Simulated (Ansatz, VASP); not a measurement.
## Two plane-wave programs on CaO

Contents of POSCAR:

```
CaO
1.0
    4.0204455412      0.0000000000      0.0000000000
   -2.0102227706      3.4818079732      0.0000000000
    0.0000000000      0.0000000000      4.8173471213
Ca O
2 2
Direct
    0.3333333333      0.6666666667      0.2500000000
    0.6666666667      0.3333333333      0.7500000000
    0.6666666667      0.3333333333      0.2500000000
    0.3333333333      0.6666666667      0.7500000000
```

File INCAR.step1:

```
PREC = Accurate
ENCUT = 520
ISMEAR = 0
SIGMA = 0.01
LREAL = F
LASPH = T
NELM = 80
NBANDS = 24
GGA = PE
ALGO = Normal
EDIFF = 1E-4
LWAVE = T
LCHARG = F
```

File INCAR.step2:

```
PREC = Accurate
ENCUT = 520
EDIFF = 1E-6
ISMEAR = 0
SIGMA = 0.01
LREAL = F
LASPH = T
NELM = 80
ALGO = Normal
ISIF = 2
LWAVE = F
LCHARG = F
METAGGA = R2SCAN
LMIXTAU = T
NBANDS = 24
ISTART = 1
```

Contents of KPOINTS:

```
regular mesh
0
Gamma
  6 6 4
```

Input for Ansatz:

```yaml
crystal:
  lattice:
    - [4.0204455412, 0.0, 0.0]
    - [-2.0102227706, 3.4818079732, 0.0]
    - [0.0, 0.0, 4.8173471213]
  atoms:
    - { symbol: Ca, position: [0.3333333333, 0.6666666667, 0.25] }
    - { symbol: Ca, position: [0.6666666667, 0.3333333333, 0.75] }
    - { symbol: O, position: [0.6666666667, 0.3333333333, 0.25] }
    - { symbol: O, position: [0.3333333333, 0.6666666667, 0.75] }
kpoints:
  mp_grid: { grid: [6, 6, 4] }
hamiltonian:
  xc: r2scan
scf:
  occupations: { method: fixed }
  n_extra_bands: 5
output:
  forces: true
  stress: true
  eigenvalues: true
```

Alike in both runs: task single point; functional r2SCAN; k mesh 6 × 6 × 4; no spin polarisation.

|  | VASP | Ansatz |
| --- | --- | --- |
| version | VASP 6.6.1 | Ansatz 0.2.0 |
| potentials or method | VASP PAW PBE potentials, release 64 (Ca_sv, O) | plane waves, PAW |
| plane-wave cutoff (eV) | 520 | 500 |
| occupations | gaussian, width 0.01 eV | fixed |
| valence electrons in the cell | 32 | 32 |

|  | VASP | Ansatz | Ansatz less VASP |
| --- | --- | --- | --- |
| gap on the k mesh at the Fermi level (eV) | 3.51 | 3.53 | +0.020 |
| pressure (GPa) | -1.8 | -2.6 | -0.87 |
| traceless stress, the component that is largest in VASP (GPa) | -0.26 | -0.21 | +0.050 |

VASP's potentials were made for PBE, not for r2SCAN.
